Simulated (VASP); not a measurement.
# Sr (Fd-3m) in VASP: notebook, part 2 of 2

VASP 6.6.1. Earlier steps stand in the parts before.

### Step 3. Single point, PBEsol

This run uses another cell than the first one, of 99.99 Å³/atom.

Input file INCAR:

```
SYSTEM = Sr
ALGO = Normal
EDIFF = 1E-7
ENCUT = 520
GGA = PS
ISIF = 2
ISMEAR = 1
LASPH = .TRUE.
LCHARG = .FALSE.
LREAL = .FALSE.
LWAVE = .FALSE.
NBANDS = 17
NELM = 60
PREC = Accurate
SIGMA = 0.05
```

Input file KPOINTS:

```
k-points
0
G
  4 4 4
  0 0 0
```

Input file POSCAR:

```
Sr
1.0
    0.0000000000      4.6414699580      4.6414699580
    4.6414699580      0.0000000000      4.6414699580
    4.6414699580      4.6414699580      0.0000000000
Sr
2
Direct
    0.0000000000      0.0000000000      0.0000000000
    0.2500000000      0.2500000000      0.2500000000
```

Potentials or basis: VASP PAW PBE potentials, release 64 (Sr_sv).

Started as:

```console
cat potpaw_PBE.64/Sr_sv/POTCAR > POTCAR
mpirun -np 1 vasp_std > vasp.out
```

OUTCAR:

```text
SYSTEM = Sr
   EDIFF = 1E-7
   ENCUT = 520
   GGA = PS
   ISIF = 2
   ISMEAR = 1
   LASPH = .TRUE.
   LREAL = .FALSE.
   NELM = 60
   PREC = Accurate

 ion  position               nearest neighbor table
   1  0.000  0.000  0.000-   2 4.02   2 4.02   2 4.02   2 4.02
   2  0.250  0.250  0.250-   1 4.02   1 4.02   1 4.02   1 4.02

  LATTYP: Found a face centered cubic cell.
 ALAT       =     9.2829399160

  Lattice vectors:

 A1 = (   0.0000000000,   4.6414699580,   4.6414699580)
 A2 = (   4.6414699580,   0.0000000000,   4.6414699580)
 A3 = (   4.6414699580,   4.6414699580,   0.0000000000)

Analysis of symmetry for initial positions (statically):
=====================================================================
 Subroutine PRICEL returns:
 Original cell was already a primitive cell.

 Routine SETGRP: Setting up the symmetry group for a
 face centered cubic supercell.

 Subroutine GETGRP returns: Found 48 space group operations
 (whereof 24 operations were pure point group operations)
 out of a pool of 48 trial point group operations.

The static configuration has the point symmetry T_d .
 The point group associated with its full space group is O_h .

Analysis of symmetry for dynamics (positions and initial velocities):
=====================================================================
 Subroutine PRICEL returns:
 Original cell was already a primitive cell.

 Routine SETGRP: Setting up the symmetry group for a
 face centered cubic supercell.

 Subroutine GETGRP returns: Found 48 space group operations
 (whereof 24 operations were pure point group operations)
 out of a pool of 48 trial point group operations.

The dynamic configuration has the point symmetry T_d .
 The point group associated with its full space group is O_h .

 Subroutine INISYM returns: Found 48 space group operations
 (whereof 24 operations are pure point group operations),
 and found     1 'primitive' translations

----------------------------------------------------------------------------------------

                                     Primitive cell

  volume of cell :     199.9846

  direct lattice vectors                    reciprocal lattice vectors
     0.000000000  4.641469958  4.641469958    -0.107724493  0.107724493  0.107724493
     4.641469958  0.000000000  4.641469958     0.107724493 -0.107724493  0.107724493
     4.641469958  4.641469958  0.000000000     0.107724493  0.107724493 -0.107724493

  length of vectors
     6.564029764  6.564029764  6.564029764     0.186584296  0.186584296  0.186584296

  position of ions in fractional coordinates (direct lattice)
     0.000000000  0.000000000  0.000000000
     0.250000000  0.250000000  0.250000000

  ion indices of the primitive-cell ions
   primitive index   ion index
                 1           1
                 2           2

----------------------------------------------------------------------------------------

 KPOINTS: k-points

Automatic generation of k-mesh.
 Grid dimensions read from file:
 generate k-points for:    4    4    4

 Generating k-lattice:

  Cartesian coordinates                     Fractional coordinates (reciprocal lattice)
    -0.026931123  0.026931123  0.026931123     0.250000000  0.000000000  0.000000000
     0.026931123 -0.026931123  0.026931123     0.000000000  0.250000000  0.000000000
     0.026931123  0.026931123 -0.026931123     0.000000000  0.000000000  0.250000000

  Length of vectors
     0.046646074  0.046646074  0.046646074

  Shift w.r.t. Gamma in fractional coordinates (k-lattice)
     0.000000000  0.000000000  0.000000000

 Subroutine IBZKPT returns following result:
 ===========================================

 Found      8 irreducible k-points:

 Following reciprocal coordinates:
            Coordinates               Weight
  0.000000  0.000000  0.000000      1.000000
  0.250000  0.000000  0.000000      8.000000
  0.500000  0.000000  0.000000      4.000000
  0.250000  0.250000  0.000000      6.000000
  0.500000  0.250000  0.000000     24.000000
 -0.250000  0.250000  0.000000     12.000000
  0.500000  0.500000  0.000000      3.000000
 -0.250000  0.500000  0.250000      6.000000
   k-points           NKPTS =      8   k-points in BZ     NKDIM =      8   number of bands    NBANDS=     17
   number of dos      NEDOS =    301   number of ions     NIONS =      2
   total plane-waves  NPLWV = 125000
   dimension x,y,z NGX =    50 NGY =   50 NGZ =   50
   dimension x,y,z NGXF=   100 NGYF=  100 NGZF=  100
   ions per type =               2
   NGX,Y,Z   is equivalent  to a cutoff of  12.66, 12.66, 12.66 a.u.
   NGXF,Y,Z  is equivalent  to a cutoff of  25.33, 25.33, 25.33 a.u.
 SYSTEM =  Sr
   PREC   = accura    normal or accurate (medium, high low for compatibility)
   ISTART =      0    job   : 0-new  1-cont  2-samecut
   ICHARG =      2    charge: 1-file 2-atom 10-const
   ISPIN  =      1    spin polarized calculation?
   LNONCOLLINEAR =      F non collinear calculations
   LSORBIT =      F    spin-orbit coupling
   LASPH  =      T    aspherical Exc in radial PAW
   ENCUT  =  520.0 eV  38.22 Ry    6.18 a.u.  12.20 12.20 12.20*2*pi/ulx,y,z
   NELM   =     60;   NELMIN=  2; NELMDL= -5     # of ELM steps
   EDIFF  = 0.1E-06   stopping-criterion for ELM
   LREAL  =      F    real-space projection
   EDIFFG = 0.1E-05   stopping-criterion for IOM
   NSW    =      0    number of steps for IOM
   IBRION =     -1    ionic relax: 0-MD 1-quasi-New 2-CG
   NFREE  =      0    steps in history (QN), initial steepest desc. (CG)
   ISIF   =      2    stress and relaxation
   ISYM   =      2    0-nonsym 1-usesym 2-fastsym
   POTIM  = 0.5000    time-step for ionic-motion
   TEBEG  =    0.0;   TEEND  =   0.0 temperature during run
   PSTRESS=    0.0 pullay stress
   NELECT =      20.0000    total number of electrons
   NUPDOWN=      -1.0000    fix difference up-down
   EMIN   =  10.00;   EMAX   =-10.00  energy-range for DOS
   EFERMI =   0.00;   METHOD = LEGACY
   ISMEAR =     1;   SIGMA  =   0.05  broadening in eV -4-tet -1-fermi 0-gaus
   EFERMI_NEDOS =   21; number of points for ismear=-14 and -15
   IALGO  =     38    algorithm
   IMIX   =      4    mixing-type and parameters
     AMIX     =   0.40;   BMIX     =  1.00
     AMIX_MAG =   1.60;   BMIX_MAG =  1.00
  volume/ion in A,a.u.               =      99.99       674.78
  Fermi-wavevector in a.u.,A,eV,Ry     =   0.759893  1.435990  7.856519  0.577438
  Thomas-Fermi vector in A             =   1.858789
   LORBIT       =      0    0 simple, 1 ext, 2 COOP (PROOUT), +10 PAW based schemes
   GGA     = PS    functional components
   LHFCALC =     F    Hartree Fock is set to
   AEXX    =    0.0000 exact exchange contribution
   IVDW    =     0    specifies the selected vdW correction
   LEPSILON=     F    determine dielectric tensor
   LRPA    =     F    only Hartree local field effects (RPA)
 non-spin polarized calculation
 Methfessel and Paxton  Order N= 1 SIGMA  =   0.05
  energy-cutoff  :      520.00
  volume of cell :      199.98
 maximum number of plane-waves:      5410
 NGX is ok and might be reduce to    50
   NGX = 25   NGY = 25   NGZ = 25

 number of electron      20.0000000 magnetization

 Free energy of the ion-electron system (eV)
  ---------------------------------------------------
  ext. energy  EPLUGINS =         0.00000000
  ---------------------------------------------------
  free energy    TOTEN  =        -1.58596485 eV

  energy without entropy =       -1.58613752  energy(sigma->0) =       -1.58602241

 E-fermi :  -0.0914     XC(G=0):  -5.6509

 val. band max:       -0.2397850778   @ k =  -0.2500   0.5000   0.2500
 cond. band min:      -0.0822806215   @ k =   0.5000   0.5000   0.0000
 fundamental gap:      0.1575044563
 Fermi energy:        -0.0913944558

 k-point     1 :       0.0000    0.0000    0.0000
  band No.  band energies     occupation
      1     -37.7218      2.00000
      2     -37.7015      2.00000
      3     -19.7296      2.00000
      4     -19.7296      2.00000
      5     -19.7296      2.00000
      6     -19.6341      2.00000
[... 9 lines left out ...]
     16       1.2474      0.00000
     17       1.2474      0.00000
[... 121 lines left out ...]
 k-point     8 :      -0.2500    0.5000    0.2500
  band No.  band energies     occupation
      1     -37.7117      2.00000
      2     -37.7117      2.00000
      3     -19.7476      2.00000
      4     -19.7476      2.00000
      5     -19.6825      2.00000
      6     -19.6825      2.00000
[... 9 lines left out ...]
     16       1.0971      0.00000
     17       2.1521      0.00000

------------------------ aborting loop because EDIFF is reached ----------------------------------------

  FORCE on cell =-STRESS in cart. coord.  units (eV):
  Direction    XX          YY          ZZ          XY          YZ          ZX
  --------------------------------------------------------------------------------------
  -------------------------------------------------------------------------------------
  Total       -0.0245656     -0.0245656     -0.0245656     -0.0000000      0.0000000     -0.0000000
  in kB       -0.1968071     -0.1968071     -0.1968071     -0.0000000      0.0000000     -0.0000000
  external PRESSURE =      -0.1968071 kB  Pullay stress =       0.0000000 kB

 VOLUME and BASIS-vectors are now :
 -----------------------------------------------------------------------------
  energy-cutoff  :      520.00
  volume of cell :      199.98
      direct lattice vectors                 reciprocal lattice vectors
     0.000000000  4.641469958  4.641469958    -0.107724493  0.107724493  0.107724493
     4.641469958  0.000000000  4.641469958     0.107724493 -0.107724493  0.107724493
     4.641469958  4.641469958  0.000000000     0.107724493  0.107724493 -0.107724493

 POSITION                                       TOTAL-FORCE (eV/Angst)
 -----------------------------------------------------------------------------------
      0.00000      0.00000      0.00000         0.000000     -0.000000     -0.000000
      2.32073      2.32073      2.32073        -0.000000      0.000000      0.000000
 -----------------------------------------------------------------------------------
    total drift:                               -0.000000      0.000000      0.000000

  FREE ENERGIE OF THE ION-ELECTRON SYSTEM (eV)
  ---------------------------------------------------
  free  energy   TOTEN  =        -1.5859648478 eV

  energy  without entropy=       -1.5861375214  energy(sigma->0) =       -1.58602241
```

OSZICAR:

```text
N       E                     dE             d eps       ncg     rms          rms(c)
DAV:   1     0.103166211275E+03    0.10317E+03   -0.82990E+03   296   0.913E+02
DAV:   2     0.699680340736E+01   -0.96169E+02   -0.95059E+02   361   0.209E+02
DAV:   3    -0.120754795829E+01   -0.82044E+01   -0.81876E+01   479   0.410E+01
DAV:   4    -0.156265894378E+01   -0.35511E+00   -0.35468E+00   373   0.707E+00
DAV:   5    -0.156998538942E+01   -0.73264E-02   -0.73250E-02   435   0.933E-01    0.127E+01
DAV:   6    -0.157779481011E+01   -0.78094E-02   -0.88984E-03   356   0.827E-01    0.718E+00
DAV:   7    -0.158506670422E+01   -0.72719E-02   -0.14247E-02   280   0.105E+00    0.254E-01
DAV:   8    -0.158580514591E+01   -0.73844E-03   -0.25419E-03   492   0.209E-01    0.585E-02
DAV:   9    -0.158587727106E+01   -0.72125E-04   -0.83340E-05   376   0.285E-02    0.460E-02
DAV:  10    -0.158596609812E+01   -0.88827E-04   -0.11050E-04   317   0.621E-02    0.256E-02
DAV:  11    -0.158596564861E+01    0.44951E-06   -0.52699E-06   420   0.136E-02    0.108E-02
DAV:  12    -0.158596397089E+01    0.16777E-05   -0.25213E-06   345   0.124E-02    0.744E-03
DAV:  13    -0.158596434034E+01   -0.36946E-06   -0.18318E-07   242   0.231E-03    0.216E-03
DAV:  14    -0.158596478609E+01   -0.44575E-06   -0.72482E-08   143   0.234E-03    0.650E-04
DAV:  15    -0.158596484777E+01   -0.61680E-07   -0.10025E-08   142   0.921E-04
   1 F= -.15859648E+01 E0= -.15860224E+01  d E =0.172674E-03
```

stdout:

```text
POSCAR found type information on POSCAR Sr
 POSCAR found :  1 types and       2 ions
 scaLAPACK will be used
 -----------------------------------------------------------------------------
|                                                                             |
|                                                                             |
|     You enforced a specific xc type in the INCAR file but a different       |
|     I HOPE YOU KNOW WHAT YOU ARE DOING!                                     |
|                                                                             |
 -----------------------------------------------------------------------------

 LDA part: xc-table for (Slater+PW92), standard interpolation
 POSCAR, INCAR and KPOINTS ok, starting setup
 FFT: planning ... GRIDC
 FFT: planning ... GRID_SOFT
 FFT: planning ... GRID
 WAVECAR not read
 entering main loop
```

It took 47 s on 1 thread of Intel Xeon Platinum 8488C (Sapphire Rapids), shared host; peak memory 0.32 GiB.

What came out:

```
Free energy            : -1.5860 eV
Pressure               : 0.0 GPa
Band gap on the k mesh : zero (bands 10 and 11 overlap by 0.71 eV)
```

Levels at points of the mesh, in eV from the Fermi level:
| k point | band 7 | band 8 | band 9 | band 10 | band 11 | band 12 | band 13 | band 14 |
| --- | --- | --- | --- | --- | --- | --- | --- | --- |
| (0.00, 0.00, 0.00) | -19.54 | -19.54 | -2.89 | 0.57 | 0.57 | 0.57 | 0.74 | 0.74 |
| (0.50, 0.00, 0.00) | -19.53 | -19.53 | -1.92 | -0.86 | 0.54 | 0.58 | 0.58 | 0.77 |
| (0.50, 0.50, 0.00) | -19.52 | -19.52 | -1.14 | -1.14 | 0.01 | 0.01 | 0.77 | 0.77 |

Caveat: the PAW data sets were made with another functional, which shifts forces and pressure a little.

### Step 4. Relaxation of cell and atoms, PBEsol

This run uses another cell than the first one, of 73.30 Å³/atom.

Input file INCAR:

```
SYSTEM = Sr
PREC = Accurate
ENCUT = 600
EDIFF = 1E-6
ISMEAR = 1
SIGMA = 0.05
LREAL = .FALSE.
LASPH = .TRUE.
NELM = 100
ALGO = Normal
ISIF = 3
LWAVE = .FALSE.
LCHARG = .FALSE.
GGA = PS
IBRION = 2
NSW = 80
EDIFFG = -0.03
```

Input file KPOINTS:

```
Automatic mesh
0
G
  4 4 4
  0 0 0
```

Input file POSCAR:

```
Sr
1.0
    0.0000000000      4.1850000000      4.1850000000
    4.1850000000      0.0000000000      4.1850000000
    4.1850000000      4.1850000000      0.0000000000
Sr
2
Direct
    0.0000000000      0.0000000000      0.0000000000
    0.2500000000      0.2500000000      0.2500000000
```

Started as:

```console
cat potpaw_PBE.64/Sr_sv/POTCAR > POTCAR
mpirun -np 1 vasp_std > vasp.out
```

Run time: 80 s. Hardware: 1 thread of Intel Xeon Platinum 8488C (Sapphire Rapids), shared host; peak memory 0.32 GiB.

It converged, with:

```
Free energy                           : -1.5848 eV
Relaxed volume                        : 99.58 Å³/atom
Relaxed cell                          : a = 6.555 Å, b = 6.555 Å, c = 6.555 Å, α = 60.00°, β = 60.00°, γ = 60.00°
Space group after relaxing (to 0.1 Å) : Fd-3m (No. 227)
Energy gained by relaxing             : 92.8 meV/atom
Ionic steps                           : 3
Pressure after relaxing               : 0.0 GPa
Band gap on the k mesh                : zero (bands 10 and 11 overlap by 0.72 eV)
```

Step by step:
```csv
step,energy change (eV),largest force (eV/Å),pressure (GPa),volume (Å³)
1,0.0000,0.0000,1.22,146.59
2,-0.0794,0.0000,0.94,158.74
3,-0.1856,0.0000,-0.01,199.16
```

Final structure:
```
Sr
1.0
     0.00000    4.63507    4.63507
     4.63507    0.00000    4.63507
     4.63507    4.63507    0.00000
Sr
2
Direct
  0.00000 0.00000 0.00000
  0.25000 0.25000 0.25000
```

Levels at points of the mesh, in eV from the Fermi level:
| k point | band 6 | band 7 | band 8 | band 9 | band 10 | band 11 | band 12 | band 13 | band 14 |
| --- | --- | --- | --- | --- | --- | --- | --- | --- | --- |
| (0.00, 0.00, 0.00) | -19.54 | -19.54 | -19.54 | -2.90 | 0.57 | 0.57 | 0.57 | 0.74 | 0.74 |
| (0.50, 0.00, 0.00) | -19.54 | -19.53 | -19.53 | -1.92 | -0.85 | 0.54 | 0.58 | 0.58 | 0.77 |
| (0.50, 0.50, 0.00) | -19.59 | -19.52 | -19.52 | -1.14 | -1.14 | 0.01 | 0.01 | 0.77 | 0.77 |

Caveat: the volume moved by over 15 % at a fixed basis, so the end points are rough; the PAW data sets were made with another functional, which shifts forces and pressure a little.

### Step 5. Relaxation of cell and atoms, PBEsol, target pressure 5 GPa, at which the enthalpy is minimised

This run uses another cell than the first one, of 73.30 Å³/atom.

Input file INCAR:

```
  PREC = Accurate
  ENCUT = 600
  EDIFF = 1E-6
  ISMEAR = 1
  SIGMA = 0.05
  LREAL = False
  LASPH = True
  NELM = 100
  ALGO = Normal
  ISIF = 3
  LWAVE = False
  LCHARG = False
  GGA = PS
  IBRION = 2
  NSW = 80
  EDIFFG = -0.03
  PSTRESS = 50.0
```

Input file KPOINTS:

```
Automatic mesh
0
Gamma
  4 4 4
```

POSCAR is that of step 4.

Started as:

```console
cat potpaw_PBE.64/Sr_sv/POTCAR > POTCAR
mpirun -np 1 vasp_std > vasp.out
```

Wall time 2.5 min (1 thread of Intel Xeon Platinum 8488C (Sapphire Rapids), shared host); peak memory 0.34 GiB.

Results (log left out):

```
Free energy                                                : -0.2853 eV
Relaxed volume                                             : 36.28 Å³/atom
Relaxed cell                                               : a = 4.682 Å, b = 4.682 Å, c = 4.682 Å, α = 60.00°, β = 60.00°, γ = 60.00°
Space group after relaxing (to 0.1 Å)                      : Fd-3m (No. 227)
Energy change on relaxing (the run minimises the enthalpy) : +557.0 meV/atom
Ionic steps                                                : 6
Pressure after relaxing                                    : 4.9 GPa
Band gap on the k mesh                                     : zero (bands 10 and 11 overlap by 0.43 eV)
```

The path:
| step | energy change (eV) | largest force (eV/Å) | pressure (GPa) | volume (Å³) |
| --- | --- | --- | --- | --- |
| 1 | 0.0000 | 0.0000 | 1.22 | 146.59 |
| 2 | 0.3971 | 0.0000 | 2.76 | 112.87 |
| 3 | 0.6290 | 0.0000 | 2.44 | 96.48 |
| 4 | 1.2514 | 0.0000 | 6.34 | 68.62 |
| 5 | 1.0296 | 0.0000 | 4.10 | 75.57 |
| 6 | 1.1139 | 0.0000 | 4.91 | 72.56 |

Final structure:
```yaml
crystal:
  lattice:
    - [0.00000, 3.31049, 3.31049]
    - [3.31049, 0.00000, 3.31049]
    - [3.31049, 3.31049, 0.00000]
  atoms:
    - { symbol: Sr, position: [0.00000, 0.00000, 0.00000] }
    - { symbol: Sr, position: [0.25000, 0.25000, 0.25000] }
```

Levels at points of the mesh, in eV from the Fermi level:
```tsv
k point	band 6	band 7	band 8	band 9	band 10	band 11	band 12	band 13	band 14
(0.00, 0.00, 0.00)	-18.05	-18.05	-18.05	-3.38	0.42	0.42	1.66	1.66	1.66
(0.50, 0.00, 0.00)	-17.98	-17.84	-17.84	-0.79	-0.64	0.34	0.34	1.55	1.55
(0.50, 0.50, 0.00)	-18.73	-17.63	-17.63	-1.08	-1.08	1.64	1.64	1.68	1.68
```

Caveat: the cell is relaxed towards a set pressure, so the run minimises the enthalpy, not the energy; the volume moved by over 15 % at a fixed basis, so the end points are rough; the PAW data sets were made with another functional, which shifts forces and pressure a little.

### Step 6. The runs side by side

```csv
task,cell,cutoff (eV),gap on the mesh (eV),pressure (GPa)
single point,"a = 4.660 Å, angles 60.0°, 2 atoms",520,none,5.2
single point,"a = 6.564 Å, angles 60.0°, 2 atoms",520,none,0.0
relaxation of cell and atoms,"relaxed from a = 5.918 Å, angles 60.0°, 2 atoms",600,none,0.0
relaxation of cell and atoms,"relaxed to 5 GPa from a = 5.918 Å, angles 60.0°, 2 atoms",600,none,4.9
```

Alike in all rows: level PBEsol; potentials or basis VASP PAW PBE potentials, release 64 (Sr_sv); no spin polarisation; k mesh 4 × 4 × 4; smearing methfessel-paxton 0.05 eV.

Caveats: some runs use coarse meshes; the PAW data sets were made with another functional, which shifts forces and pressure a little; the volume moved by over 15 % at a fixed basis, so the end points are rough (at least some runs); the cell is relaxed towards a set pressure, so the run minimises the enthalpy, not the energy (at least some runs).

Absolute energies hang on the potentials; compare differences alone.
